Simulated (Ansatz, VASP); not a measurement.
# Two plane-wave programs on Co

Contents of INCAR:

```
PREC = Accurate
ENCUT = 690
EDIFF = 1E-6
ISMEAR = -1
SIGMA = 0.05
LREAL = False
LASPH = True
NELM = 200
ALGO = Normal
ISIF = 2
LWAVE = False
LCHARG = False
ISPIN = 2
MAGMOM = 1.69 1.69
LORBIT = 11
LMAXMIX = 4
GGA = PE
NBANDS = 28
GGA_COMPAT = False
```

File KPOINTS:

```
regular mesh
0
Gamma
  7 7 4
```

POSCAR

```
Co
1.0
    2.4935221926      0.0000000000      0.0000000000
   -1.2467610963      2.1594535637      0.0000000000
    0.0000000000      0.0000000000      4.0277844638
Co
2
Direct
    0.3333333333      0.6666666667      0.2500000000
    0.6666666667      0.3333333333      0.7500000000
```

Input for Ansatz:

```yaml
crystal:
  lattice:
    - [2.4935221926, 0.0, 0.0]
    - [-1.2467610963, 2.1594535637, 0.0]
    - [0.0, 0.0, 4.0277844638]
  atoms:
    - { symbol: Co, position: [0.3333333333, 0.6666666667, 0.25], spin: 1.69 }
    - { symbol: Co, position: [0.6666666667, 0.3333333333, 0.75], spin: 1.69 }
hamiltonian:
  xc: pbe
  pseudopotentials:
    kind: paw
    azcp:
      Co: "pseudopotentials/Co.paw.azcp"
basis:
  ecutwfc: 420
  fft_grid_basis: typed
kpoints:
  mp_grid: { grid: [7, 7, 4], shift: [0, 0, 0] }
magnetization:
  spin_polarized: true
scf:
  occupations: { method: fermi_dirac, width: 0.05 }
  lower_state_search: "off"
output:
  stress: true
  write_density: true
  write_potential: true
  elf: true
  volumetric_format: npy
```

Alike in both runs: task single point; functional PBE; k mesh 7 × 7 × 4; occupations fermi-dirac, width 0.05 eV; collinear spin.

|  | VASP | Ansatz |
| --- | --- | --- |
| version | VASP 6.6.1 | Ansatz 0.2.0 |
| potentials or method | VASP PAW PBE potentials, release 64 (Co_sv), cutoff 690 eV | plane waves (420 eV) with PAW, scalar-relativistic |
| valence electrons in the cell | 34 | 34 |

```tsv
	VASP	Ansatz	Ansatz less VASP
pressure (GPa)	-1.8	0.0	+1.74
traceless stress, the component that is largest in VASP (GPa)	0.20	0.21	+0.013
net moment per atom (μB)	1.59	1.59	+0.001
size of the moment on the site where the two differ most (μB)	1.66	1.66	+0.006
```

Site moments also hang on the region over which each program counts them.

The k mesh is coarse, so the values compare programs but aren't converged.
